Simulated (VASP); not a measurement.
# AlCo (Pm-3m) in VASP: notebook, part 3 of 3

VASP 6.6.1. The steps go on from the part before.

## 5. Single point, PBEsol

This run uses another cell than the first one, of 11.24 Å³/atom, 1.090 times its volume.

File INCAR:

```
SYSTEM = AlCo
PREC = Accurate
ENCUT = 520
EDIFF = 1E-6
ISMEAR = 0
SIGMA = 0.1
LREAL = .False.
LASPH = .True.
NELM = 80
ALGO = Fast
ISIF = 2
LWAVE = .False.
LCHARG = .False.
GGA = PS
NBANDS = 13
```

File KPOINTS:

```
regular mesh
0
Gamma
  14 14 14
  0 0 0
```

File POSCAR:

```
AlCo
1.0
    2.8225855363      0.0000000000      0.0000000000
    0.0000000000      2.8225855363      0.0000000000
    0.0000000000      0.0000000000      2.8225855363
Al Co
1 1
Direct
    0.0000000000      0.0000000000      0.0000000000
    0.5000000000      0.5000000000      0.5000000000
```

Potentials or basis: VASP PAW PBE potentials, release 64 (Al, Co).

Command:

```console
$ cat potpaw_PBE.64/Al/POTCAR potpaw_PBE.64/Co/POTCAR > POTCAR
$ mpirun -np 1 vasp_std > vasp.out
```

OUTCAR:

```text
SYSTEM = AlCo
   PREC = Accurate
   ENCUT = 520
   EDIFF = 1E-6
   ISMEAR = 0
   LREAL = .False.
   LASPH = .True.
   NELM = 80
   ISIF = 2
   GGA = PS

 ion  position               nearest neighbor table
   1  0.000  0.000  0.000-   2 2.44   2 2.44   2 2.44   2 2.44   2 2.44   2 2.44   2 2.44   2 2.44

   2  0.500  0.500  0.500-   1 2.44   1 2.44   1 2.44   1 2.44   1 2.44   1 2.44   1 2.44   1 2.44

  LATTYP: Found a simple cubic cell.
 ALAT       =     2.8225855363

  Lattice vectors:

 A1 = (   2.8225855363,   0.0000000000,   0.0000000000)
 A2 = (   0.0000000000,   2.8225855363,   0.0000000000)
 A3 = (   0.0000000000,   0.0000000000,   2.8225855363)

Analysis of symmetry for initial positions (statically):
=====================================================================
 Subroutine PRICEL returns:
 Original cell was already a primitive cell.

 Routine SETGRP: Setting up the symmetry group for a
 simple cubic supercell.

 Subroutine GETGRP returns: Found 48 space group operations
 (whereof 48 operations were pure point group operations)
 out of a pool of 48 trial point group operations.

The static configuration has the point symmetry O_h .

Analysis of symmetry for dynamics (positions and initial velocities):
=====================================================================
 Subroutine PRICEL returns:
 Original cell was already a primitive cell.

 Routine SETGRP: Setting up the symmetry group for a
 simple cubic supercell.

 Subroutine GETGRP returns: Found 48 space group operations
 (whereof 48 operations were pure point group operations)
 out of a pool of 48 trial point group operations.

The dynamic configuration has the point symmetry O_h .

 Subroutine INISYM returns: Found 48 space group operations
 (whereof 48 operations are pure point group operations),
 and found     1 'primitive' translations

----------------------------------------------------------------------------------------

                                     Primitive cell

  volume of cell :      22.4875

  direct lattice vectors                    reciprocal lattice vectors
     2.822585536  0.000000000  0.000000000     0.354285100  0.000000000  0.000000000
     0.000000000  2.822585536  0.000000000     0.000000000  0.354285100  0.000000000
     0.000000000  0.000000000  2.822585536     0.000000000  0.000000000  0.354285100

  length of vectors
     2.822585536  2.822585536  2.822585536     0.354285100  0.354285100  0.354285100

  position of ions in fractional coordinates (direct lattice)
     0.000000000  0.000000000  0.000000000
     0.500000000  0.500000000  0.500000000

  ion indices of the primitive-cell ions
   primitive index   ion index
                 1           1
                 2           2

----------------------------------------------------------------------------------------

 KPOINTS: regular mesh

Automatic generation of k-mesh.
 Grid dimensions read from file:
 generate k-points for:   14   14   14

 Generating k-lattice:

[... 41 lines left out ...]
  0.357143  0.214286  0.000000     24.000000
 [... further k-points ...]
   k-points           NKPTS =    120   k-points in BZ     NKDIM =    120   number of bands    NBANDS=     13
   number of dos      NEDOS =    301   number of ions     NIONS =      2
   total plane-waves  NPLWV =  13824
   dimension x,y,z NGX =    24 NGY =   24 NGZ =   24
   dimension x,y,z NGXF=    48 NGYF=   48 NGZF=   48
   ions per type =               1   1
   NGX,Y,Z   is equivalent  to a cutoff of  14.14, 14.14, 14.14 a.u.
   NGXF,Y,Z  is equivalent  to a cutoff of  28.27, 28.27, 28.27 a.u.
 SYSTEM =  AlCo
   PREC   = accura    normal or accurate (medium, high low for compatibility)
   ISTART =      0    job   : 0-new  1-cont  2-samecut
   ICHARG =      2    charge: 1-file 2-atom 10-const
   ISPIN  =      1    spin polarized calculation?
   LNONCOLLINEAR =      F non collinear calculations
   LSORBIT =      F    spin-orbit coupling
   LASPH  =      T    aspherical Exc in radial PAW
   ENCUT  =  520.0 eV  38.22 Ry    6.18 a.u.   5.25  5.25  5.25*2*pi/ulx,y,z
   NELM   =     80;   NELMIN=  2; NELMDL= -5     # of ELM steps
   EDIFF  = 0.1E-05   stopping-criterion for ELM
   LREAL  =      F    real-space projection
   EDIFFG = 0.1E-04   stopping-criterion for IOM
   NSW    =      0    number of steps for IOM
   IBRION =     -1    ionic relax: 0-MD 1-quasi-New 2-CG
   NFREE  =      0    steps in history (QN), initial steepest desc. (CG)
   ISIF   =      2    stress and relaxation
   ISYM   =      2    0-nonsym 1-usesym 2-fastsym
   POTIM  = 0.5000    time-step for ionic-motion
   TEBEG  =    0.0;   TEEND  =   0.0 temperature during run
   PSTRESS=    0.0 pullay stress
   NELECT =      12.0000    total number of electrons
   NUPDOWN=      -1.0000    fix difference up-down
   EMIN   =  10.00;   EMAX   =-10.00  energy-range for DOS
   EFERMI =   0.00;   METHOD = LEGACY
   ISMEAR =     0;   SIGMA  =   0.10  broadening in eV -4-tet -1-fermi 0-gaus
   EFERMI_NEDOS =   21; number of points for ismear=-14 and -15
   IALGO  =     68    algorithm
   IMIX   =      4    mixing-type and parameters
     AMIX     =   0.40;   BMIX     =  1.00
     AMIX_MAG =   1.60;   BMIX_MAG =  1.00
  volume/ion in A,a.u.               =      11.24        75.88
  Fermi-wavevector in a.u.,A,eV,Ry     =   1.327868  2.509306 23.990236  1.763233
  Thomas-Fermi vector in A             =   2.457148
   LORBIT       =      0    0 simple, 1 ext, 2 COOP (PROOUT), +10 PAW based schemes
   GGA     = PS    functional components
   LHFCALC =     F    Hartree Fock is set to
   AEXX    =    0.0000 exact exchange contribution
   IVDW    =     0    specifies the selected vdW correction
   LEPSILON=     F    determine dielectric tensor
   LRPA    =     F    only Hartree local field effects (RPA)
 non-spin polarized calculation
 RMM-DIIS sequential band-by-band and
 Gauss-broadening in eV      SIGMA  =   0.10
  energy-cutoff  :      520.00
  volume of cell :       22.49
 maximum number of plane-waves:       624
 NGX is ok and might be reduce to    24
   NGX = 11   NGY = 11   NGZ = 11

 number of electron      11.9999996 magnetization

 Free energy of the ion-electron system (eV)
  ---------------------------------------------------
  ext. energy  EPLUGINS =         0.00000000
  ---------------------------------------------------
  free energy    TOTEN  =       -13.08409307 eV

  energy without entropy =      -13.08080579  energy(sigma->0) =      -13.08244943

 E-fermi :  10.8470     XC(G=0): -12.5268

 val. band max:       10.8387220996   @ k =   0.5000   0.3571   0.0714
 cond. band min:      10.9165507703   @ k =   0.5000   0.2857   0.0000
 fundamental gap:      0.0778286707
 Fermi energy:        10.8469958479

 k-point     1 :       0.0000    0.0000    0.0000
  band No.  band energies     occupation
      1      -0.4269      2.00000
      2       7.7238      2.00000
      3       7.7238      2.00000
      4       9.9879      2.00000
      5       9.9879      2.00000
      6       9.9879      2.00000
      7      16.9481      0.00000
      8      16.9481      0.00000
      9      16.9481      0.00000
     10      19.7120      0.00000
     11      19.7120      0.00000
     12      26.5442      0.00000
     13      32.7908      0.00000
[... 354 lines left out ...]
  band No.  band energies     occupation
      1       2.7303      2.00000
      2       6.6677      2.00000
      3       8.2070      2.00000
      4       8.9262      2.00000
      5       9.2974      2.00000
      6       9.7342      2.00000
      7      11.5275      0.00000
      8      15.4437      0.00000
      9      19.3760      0.00000
     10      20.8721      0.00000
     11      23.2418      0.00000
     12      25.6487      0.00000
     13      27.9402      0.00000

 [... further k-points ...]

------------------------ aborting loop because EDIFF is reached ----------------------------------------

  FORCE on cell =-STRESS in cart. coord.  units (eV):
  Direction    XX          YY          ZZ          XY          YZ          ZX
  --------------------------------------------------------------------------------------
  -------------------------------------------------------------------------------------
  Total       -0.0126280     -0.0126280     -0.0126280     -0.0000000     -0.0000000      0.0000000
  in kB       -0.8997124     -0.8997124     -0.8997124     -0.0000000     -0.0000000      0.0000000
  external PRESSURE =      -0.8997124 kB  Pullay stress =       0.0000000 kB

 VOLUME and BASIS-vectors are now :
 -----------------------------------------------------------------------------
  energy-cutoff  :      520.00
  volume of cell :       22.49
      direct lattice vectors                 reciprocal lattice vectors
     2.822585536  0.000000000  0.000000000     0.354285100  0.000000000  0.000000000
     0.000000000  2.822585536  0.000000000     0.000000000  0.354285100  0.000000000
     0.000000000  0.000000000  2.822585536     0.000000000  0.000000000  0.354285100

 POSITION                                       TOTAL-FORCE (eV/Angst)
 -----------------------------------------------------------------------------------
      0.00000      0.00000      0.00000         0.000000      0.000000      0.000000
      1.41129      1.41129      1.41129         0.000000      0.000000      0.000000
 -----------------------------------------------------------------------------------
    total drift:                                0.000000     -0.000000     -0.000000

  FREE ENERGIE OF THE ION-ELECTRON SYSTEM (eV)
  ---------------------------------------------------
  free  energy   TOTEN  =       -13.0840930742 eV

  energy  without entropy=      -13.0808057934  energy(sigma->0) =      -13.08244943
```

OSZICAR:

```text
N       E                     dE             d eps       ncg     rms          rms(c)
DAV:   1     0.350806745331E+02    0.35081E+02   -0.52774E+03  3160   0.975E+02
DAV:   2    -0.133702025437E+02   -0.48451E+02   -0.44207E+02  3280   0.173E+02
DAV:   3    -0.149796155424E+02   -0.16094E+01   -0.15974E+01  3813   0.365E+01
DAV:   4    -0.150035505878E+02   -0.23935E-01   -0.23928E-01  3671   0.402E+00
DAV:   5    -0.150043913112E+02   -0.84072E-03   -0.84070E-03  3855   0.826E-01    0.135E+01
RMM:   6    -0.178623377848E+02   -0.28579E+01   -0.17787E+01  3695   0.546E+01    0.189E+01
RMM:   7    -0.131202165387E+02    0.47421E+01   -0.52524E+00  3329   0.284E+01    0.273E+00
RMM:   8    -0.130975127234E+02    0.22704E-01   -0.37258E-02  3448   0.155E+00    0.121E+00
RMM:   9    -0.131053722597E+02   -0.78595E-02   -0.49421E-02  3773   0.196E+00    0.130E+00
RMM:  10    -0.130840789082E+02    0.21293E-01   -0.20628E-02  3629   0.193E+00    0.144E-01
RMM:  11    -0.130842709970E+02   -0.19209E-03   -0.11860E-03  4070   0.235E-01    0.148E-01
RMM:  12    -0.130840848739E+02    0.18612E-03   -0.38523E-04  4249   0.178E-01    0.262E-02
RMM:  13    -0.130840982101E+02   -0.13336E-04   -0.10582E-04  4131   0.683E-02    0.366E-02
RMM:  14    -0.130840924967E+02    0.57134E-05   -0.18062E-05  4257   0.389E-02    0.725E-03
RMM:  15    -0.130840936613E+02   -0.11646E-05   -0.57203E-06  3628   0.170E-02    0.108E-02
RMM:  16    -0.130840930742E+02    0.58715E-06   -0.10172E-06  2346   0.873E-03
   1 F= -.13084093E+02 E0= -.13082449E+02  d E =-.328728E-02
```

It took 71 s on 1 thread of AMD EPYC 7R13, shared host; peak memory 0.13 GiB.

Results:

```yaml
Free_energy: -13.0841 eV
Pressure: -0.1 GPa
Band_gap_on_the_k_mesh: zero (band 6 reaches 13.20 eV, above the bottom of band 7 at 10.58 eV)
```

Caveat: the PAW data sets were made with another functional, which shifts forces and pressure a little. Spin polarisation is off, so any magnetic state and its effect on volume and gap are missing.

## 6. The runs side by side

| cell | gap on the mesh (eV) | pressure (GPa) |
| --- | --- | --- |
| a = 2.743 Å, 2 atoms | none | 20.1 |
| a = 2.779 Å, 2 atoms | none | 10.2 |
| a = 2.799 Å, 2 atoms | none | 5.1 |
| a = 2.823 Å, 2 atoms | none | -0.1 |

Alike in all rows: task single point; level PBEsol; potentials or basis VASP PAW PBE potentials, release 64 (Al, Co); no spin polarisation; k mesh 14 × 14 × 14; cutoff (eV) 520; smearing gaussian 0.1 eV.

Caveats: the PAW data sets were made with another functional, which shifts forces and pressure a little.

Total energies depend on the potentials used, so only differences within one code and one set of settings carry meaning.
